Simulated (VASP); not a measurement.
**Ag: single point with PBE**

The system is Ag.

```
Ag
1.0
    -1.47617    1.47617    2.05873
     1.47617   -1.47617    2.05873
     1.47617    1.47617   -2.05873
Ag
1
Cartesian
  0.0000 0.0000 0.0000
```

```json
{
 "Program": "VASP 6.6.1",
 "Task": "single point",
 "Functional": "PBE",
 "Potentials or basis": "VASP PAW PBE potentials, release 64 (Ag)",
 "Cutoff": "520 eV",
 "k mesh": "8 × 8 × 8",
 "Occupations": "gaussian, width 0.1 eV",
 "Spin": "no spin polarisation",
 "Dipole correction": "no",
 "Further INCAR settings": "ALGO = Normal; EDIFF = 1e-06; NBANDS = 12"
}
```

```
Pressure : -0.1 GPa
```

Stress tensor (GPa, compression positive):
```
-0.17  0.00  0.00
 0.00 -0.17  0.00
 0.00  0.00 -0.03
```

Levels at points of the mesh, in eV from the Fermi level:
```csv
k point,band 4,band 5,band 6,band 7,band 8,band 9
"(0.00, 0.00, 0.00)",-4.37,-3.52,-3.44,16.11,19.33,19.33
"(0.50, 0.00, 0.00)",-2.77,-2.73,-0.06,3.53,15.32,17.39
"(0.50, 0.50, 0.00)",-2.59,-2.53,1.78,6.45,10.69,10.70
"(0.50, 0.50, 0.50)",-2.55,-2.55,2.01,6.78,10.45,10.45
```

It took 9 s on 1 thread of Intel(R) Xeon(R) Platinum 8175M CPU @ 2.50GHz (Skylake/Cascade Lake) (shared host), peak memory 0.14 GiB.

Caveat: the k points lie up to 0.38 Å⁻¹ apart.
